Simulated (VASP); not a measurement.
Runs of VASP 6.6.1 on Pd. The structure is that of space group Pm-3m (No. 221), or close to it. The cells are those of the table. 

| spin | cell | k mesh | smearing | gap on the mesh (eV) | pressure (GPa) | moment (μB) |
| --- | --- | --- | --- | --- | --- | --- |
| off | a = 2.518 Å, 1 atom | 14 × 14 × 14 | fermi-dirac 0.1 eV | none | 15.0 | - |
| collinear, ferromagnetic start | a = 2.622 Å, 1 atom | 14 × 14 × 14 | fermi-dirac 0.05 eV | none | (a) | 0.00 |
| off | a = 2.481 Å, 1 atom | 14 × 14 × 14 | fermi-dirac 0.1 eV | none | 25.4 | - |
| off | a = 2.589 Å, 1 atom | 14 × 14 × 14 | fermi-dirac 0.1 eV | none | 0.5 | - |
| collinear, ferromagnetic start | a = 2.655 Å, 1 atom | 14 × 14 × 14 | fermi-dirac 0.05 eV | none | -8.1 | 0.00 |
| off | a = 2.656 Å, 1 atom | 14 × 14 × 14 | fermi-dirac 0.1 eV | none | -8.1 | - |
| collinear, ferromagnetic start | a = 2.588 Å, 1 atom | 14 × 14 × 14 | fermi-dirac 0.05 eV | none | 0.5 | 0.00 |
| off | a = 2.589 Å, 1 atom | 12 × 12 × 12 | fermi-dirac 0.1 eV | none | 0.5 | - |

Alike in all rows: task single point; level r2SCAN; potentials or basis VASP PAW PBE potentials, release 64 (Pd); cutoff (eV) 520.

Task: Estimate the missing entries.

Result: (a) -4.3.

Caveats: the PAW data sets were made with another functional, which shifts forces and pressure a little.

A k mesh can miss the band edges, and the runs leave out spin-orbit coupling on Pd.

A gap of «none» marks levels without a gap at the run's occupations.
